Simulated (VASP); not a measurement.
# CrSi6Mo2 (Immm) in VASP: further runs, part 2 of 2

VASP 6.6.1. Earlier steps stand in the parts before.

## 3. Single point, PBE

This run uses another cell than the first one, of the same volume but with other edges.

INCAR reads:

```
PREC     = Accurate       # precision mode
ENCUT    = 520            # plane-wave cutoff, eV
EDIFF    = 1E-6           # SCF threshold, eV
ISMEAR   = 0              # smearing method
SIGMA    = 0.2            # smearing width, eV
LREAL    = F              # projectors in reciprocal space
LASPH    = T              # aspherical terms in the spheres
NELM     = 100            # most SCF steps
ALGO     = Normal         # electronic algorithm
ISIF     = 2              # what is computed and relaxed
LWAVE    = F              # write WAVECAR
LCHARG   = F              # write CHGCAR
GGA      = PE             # functional
NBANDS   = 42             # bands
```

KPOINTS reads:

```
Automatic mesh
0
Gamma
  8 8 8
```

POSCAR reads:

```
CrSi6Mo2
1.0
   -3.1809778000      0.0000000000      0.0000000000
   -1.5904889000     -3.8830397000      4.7608827000
   -1.5904889000      3.8830397000      4.7608827000
Cr Si Mo
1 6 2
Direct
    0.5000000000      0.5000000000      0.5000000000
    0.1621160000      0.4997600000      0.1760080000
    0.5000000000      0.1694340000      0.8305660000
    0.8378840000      0.8239920000      0.5002400000
    0.1621160000      0.1760080000      0.4997600000
    0.5000000000      0.8305660000      0.1694340000
    0.8378840000      0.5002400000      0.8239920000
    0.1665880000      0.8334120000      0.8334120000
    0.8334120000      0.1665880000      0.1665880000
```

Potentials or basis: VASP PAW PBE potentials, release 64 (Cr_pv, Si, Mo_sv).

Run with:

```
$ cat potpaw_PBE.64/Cr_pv/POTCAR potpaw_PBE.64/Si/POTCAR potpaw_PBE.64/Mo_sv/POTCAR > POTCAR
$ mpirun -np 1 vasp_std > vasp.out
```

OUTCAR:

```text
PREC = Accurate
   ENCUT = 520
   EDIFF = 1E-6
   ISMEAR = 0
   LREAL = F
   LASPH = T
   NELM = 100
   ISIF = 2
   GGA = PE

 ion  position               nearest neighbor table
   1  0.500  0.500  0.500-   2 2.55   5 2.55   2 2.55   4 2.55   5 2.55   7 2.55   4 2.55   7 2.55
                             6 2.57   3 2.57   8 3.17   9 3.17
   2  0.162  0.500  0.176-   5 2.51   1 2.55   1 2.55   6 2.57   6 2.57   9 2.60   9 2.60   8 2.63
                             7 2.68   7 2.68   4 3.09
   3  0.500  0.169  0.831-   1 2.57   5 2.57   5 2.57   7 2.57   7 2.57   8 2.60   9 2.60   8 2.60
                             9 2.60   6 2.63
   4  0.838  0.824  0.500-   7 2.51   1 2.55   1 2.55   6 2.57   6 2.57   8 2.60   8 2.60   9 2.63
                             5 2.68   5 2.68   2 3.09
   5  0.162  0.176  0.500-   2 2.51   1 2.55   1 2.55   3 2.57   3 2.57   9 2.60   9 2.60   8 2.63
                             4 2.68   4 2.68   7 3.09
   6  0.500  0.831  0.169-   1 2.57   2 2.57   2 2.57   4 2.57   4 2.57   8 2.60   9 2.60   8 2.60
                             9 2.60   3 2.63
   7  0.838  0.500  0.824-   4 2.51   1 2.55   1 2.55   3 2.57   3 2.57   8 2.60   8 2.60   9 2.63
                             2 2.68   2 2.68   5 3.09
   8  0.167  0.833  0.833-   4 2.60   7 2.60   4 2.60   7 2.60   6 2.60   3 2.60   3 2.60   6 2.60
                             2 2.63   5 2.63   9 3.17   1 3.17
   9  0.833  0.167  0.167-   2 2.60   5 2.60   2 2.60   5 2.60   6 2.60   6 2.60   3 2.60   3 2.60
                             4 2.63   7 2.63   8 3.17   1 3.17

  LATTYP: Found a body centered orthorhombic cell.
 ALAT       =     3.1809778000
 B/A-ratio  =     2.4414126373
 C/A-ratio  =     2.9933454424

  Lattice vectors:

 A1 = (   1.5904889000,   3.8830397000,  -4.7608827000)
 A2 = (  -1.5904889000,  -3.8830397000,  -4.7608827000)
 A3 = (  -1.5904889000,   3.8830397000,   4.7608827000)

Analysis of symmetry for initial positions (statically):
=====================================================================
 Subroutine PRICEL returns:
 Original cell was already a primitive cell.

 Routine SETGRP: Setting up the symmetry group for a
 body centered orthorhombic supercell.

 Subroutine GETGRP returns: Found  8 space group operations
 (whereof  8 operations were pure point group operations)
 out of a pool of  8 trial point group operations.

The static configuration has the point symmetry D_2h.

Analysis of symmetry for dynamics (positions and initial velocities):
=====================================================================
 Subroutine PRICEL returns:
 Original cell was already a primitive cell.

 Routine SETGRP: Setting up the symmetry group for a
 body centered orthorhombic supercell.

 Subroutine GETGRP returns: Found  8 space group operations
 (whereof  8 operations were pure point group operations)
 out of a pool of  8 trial point group operations.

The dynamic configuration has the point symmetry D_2h.

 Subroutine INISYM returns: Found  8 space group operations
 (whereof  8 operations are pure point group operations),
 and found     1 'primitive' translations

----------------------------------------------------------------------------------------

                                     Primitive cell

  volume of cell :     117.6115

  direct lattice vectors                    reciprocal lattice vectors
    -3.180977800  0.000000000  0.000000000    -0.314368745  0.000000000 -0.105022541
    -1.590488900 -3.883039700  4.760882700     0.000000000 -0.128765101  0.105022541
[... 85 lines left out ...]
   dimension x,y,z NGXF=    48 NGYF=   96 NGZF=   96
   ions per type =               1   6   2
   NGX,Y,Z   is equivalent  to a cutoff of  12.54, 12.57, 12.57 a.u.
   NGXF,Y,Z  is equivalent  to a cutoff of  25.09, 25.15, 25.15 a.u.
 SYSTEM =  unknown system
   PREC   = accura    normal or accurate (medium, high low for compatibility)
   ISTART =      0    job   : 0-new  1-cont  2-samecut
   ICHARG =      2    charge: 1-file 2-atom 10-const
   ISPIN  =      1    spin polarized calculation?
   LNONCOLLINEAR =      F non collinear calculations
   LSORBIT =      F    spin-orbit coupling
   LASPH  =      T    aspherical Exc in radial PAW
   ENCUT  =  520.0 eV  38.22 Ry    6.18 a.u.   5.91 11.80 11.80*2*pi/ulx,y,z
   NELM   =    100;   NELMIN=  2; NELMDL= -5     # of ELM steps
   EDIFF  = 0.1E-05   stopping-criterion for ELM
   LREAL  =      F    real-space projection
   EDIFFG = 0.1E-04   stopping-criterion for IOM
   NSW    =      0    number of steps for IOM
   IBRION =     -1    ionic relax: 0-MD 1-quasi-New 2-CG
   NFREE  =      0    steps in history (QN), initial steepest desc. (CG)
   ISIF   =      2    stress and relaxation
   ISYM   =      2    0-nonsym 1-usesym 2-fastsym
   POTIM  = 0.5000    time-step for ionic-motion
   TEBEG  =    0.0;   TEEND  =   0.0 temperature during run
   PSTRESS=    0.0 pullay stress
   NELECT =      64.0000    total number of electrons
   NUPDOWN=      -1.0000    fix difference up-down
   EMIN   =  10.00;   EMAX   =-10.00  energy-range for DOS
   EFERMI =   0.00;   METHOD = LEGACY
   ISMEAR =     0;   SIGMA  =   0.20  broadening in eV -4-tet -1-fermi 0-gaus
   EFERMI_NEDOS =   21; number of points for ismear=-14 and -15
   IALGO  =     38    algorithm
   IMIX   =      4    mixing-type and parameters
     AMIX     =   0.40;   BMIX     =  1.00
     AMIX_MAG =   1.60;   BMIX_MAG =  1.00
  volume/ion in A,a.u.               =      13.07        88.19
  Fermi-wavevector in a.u.,A,eV,Ry     =   1.336549  2.525711 24.304942  1.786363
  Thomas-Fermi vector in A             =   2.465167
   LORBIT       =      0    0 simple, 1 ext, 2 COOP (PROOUT), +10 PAW based schemes
   GGA     = PE    functional components
   LHFCALC =     F    Hartree Fock is set to
   AEXX    =    0.0000 exact exchange contribution
   IVDW    =     0    specifies the selected vdW correction
   LEPSILON=     F    determine dielectric tensor
   LRPA    =     F    only Hartree local field effects (RPA)
 non-spin polarized calculation
 Gauss-broadening in eV      SIGMA  =   0.20
  energy-cutoff  :      520.00
  volume of cell :      117.61
 maximum number of plane-waves:      3187
   NGX = 11   NGY = 23   NGZ = 23

 number of electron      64.0000007 magnetization

 Free energy of the ion-electron system (eV)
  ---------------------------------------------------
  ext. energy  EPLUGINS =         0.00000000
  ---------------------------------------------------
  free energy    TOTEN  =       -67.86623256 eV

  energy without entropy =      -67.85044815  energy(sigma->0) =      -67.85834036

 E-fermi :  11.9425     XC(G=0): -12.3831

 val. band max:       11.9202445293   @ k =   0.0000  -0.3750   0.1250
 cond. band min:      11.9469749530   @ k =  -0.1250   0.5000   0.3750
 fundamental gap:      0.0267304237
 Fermi energy:        11.9425174279

 k-point     1 :       0.0000    0.0000    0.0000
  band No.  band energies     occupation
      1     -48.7035      2.00000
      2     -48.6929      2.00000
      3     -31.0357      2.00000
      4     -31.0204      2.00000
      5     -30.9172      2.00000
      6     -22.9917      2.00000
[... 1069 lines left out ...]
     41      15.3418      0.00000
     42      16.0766      0.00000

 [... further k-points ...]

------------------------ aborting loop because EDIFF is reached ----------------------------------------

  FORCE on cell =-STRESS in cart. coord.  units (eV):
  Direction    XX          YY          ZZ          XY          YZ          ZX
  --------------------------------------------------------------------------------------
  -------------------------------------------------------------------------------------
  Total        0.0450732      0.0458900      0.0278719      0.0000000      0.0000000      0.0000000
  in kB        0.6140155      0.6251421      0.3796889      0.0000000      0.0000000      0.0000000
  external PRESSURE =       0.5396155 kB  Pullay stress =       0.0000000 kB

 VOLUME and BASIS-vectors are now :
 -----------------------------------------------------------------------------
  energy-cutoff  :      520.00
  volume of cell :      117.61
      direct lattice vectors                 reciprocal lattice vectors
    -3.180977800  0.000000000  0.000000000    -0.314368745  0.000000000 -0.105022541
    -1.590488900 -3.883039700  4.760882700     0.000000000 -0.128765101  0.105022541
    -1.590488900  3.883039700  4.760882700     0.000000000  0.128765101  0.105022541

 POSITION                                       TOTAL-FORCE (eV/Angst)
 -----------------------------------------------------------------------------------
     -3.18098      0.00000      4.76088         0.000000      0.000000      0.000000
     -1.59049     -1.25714      3.21725        -0.000000      0.006865      0.011047
     -3.18098      2.56720      4.76088         0.000000     -0.010290      0.000000
     -4.77147     -1.25714      6.30451         0.000000      0.006865     -0.011047
     -1.59049      1.25714      3.21725        -0.000000     -0.006865      0.011047
     -3.18098     -2.56720      4.76088         0.000000      0.010290      0.000000
     -4.77147      1.25714      6.30451         0.000000     -0.006865     -0.011047
     -3.18098      0.00000      7.93555         0.000000      0.000000      0.004580
     -3.18098      0.00000      1.58621         0.000000      0.000000     -0.004580
 -----------------------------------------------------------------------------------
    total drift:                               -0.000000      0.000000      0.000000

  FREE ENERGIE OF THE ION-ELECTRON SYSTEM (eV)
  ---------------------------------------------------
  free  energy   TOTEN  =       -67.8662325584 eV

  energy  without entropy=      -67.8504481546  energy(sigma->0) =      -67.85834036
```

It took 20 min on 1 thread of AMD EPYC 7R13, shared host; peak memory 0.47 GiB.

What came out:

```yaml
Free_energy: -67.8662 eV
Pressure: 0.1 GPa
Largest_force: 0.013 eV/Å
Band_gap_on_the_k_mesh: zero (band 32 reaches 12.27 eV, above the bottom of band 33 at 11.56 eV)
```

Forces in eV/Å, atoms in the order of the input:
```
Cr   0.000  0.000  0.000
Si   0.000  0.007  0.011
Si   0.000 -0.010  0.000
Si   0.000  0.007 -0.011
Si   0.000 -0.007  0.011
Si   0.000  0.010  0.000
Si   0.000 -0.007 -0.011
Mo   0.000  0.000  0.005
Mo   0.000  0.000 -0.005
```

Levels at points of the mesh, in eV from the Fermi level:
```
           k point  band 30  band 31  band 32  band 33  band 34  band 35
(0.00, 0.00, 0.00)    -0.35    -0.18     0.23     0.58     1.15     2.56
(0.50, 0.00, 0.00)    -1.48    -1.35    -1.15     0.88     1.82     1.89
(0.00, 0.50, 0.00)    -0.55    -0.50    -0.44     0.87     1.33     1.71
(0.50, 0.50, 0.00)    -2.02    -1.53    -0.41     0.31     0.68     0.91
(0.00, 0.50, 0.50)    -0.48    -0.48    -0.45    -0.38     0.34     1.06
```

Spin polarisation is off, so any magnetic state and its effect on volume and gap are missing.
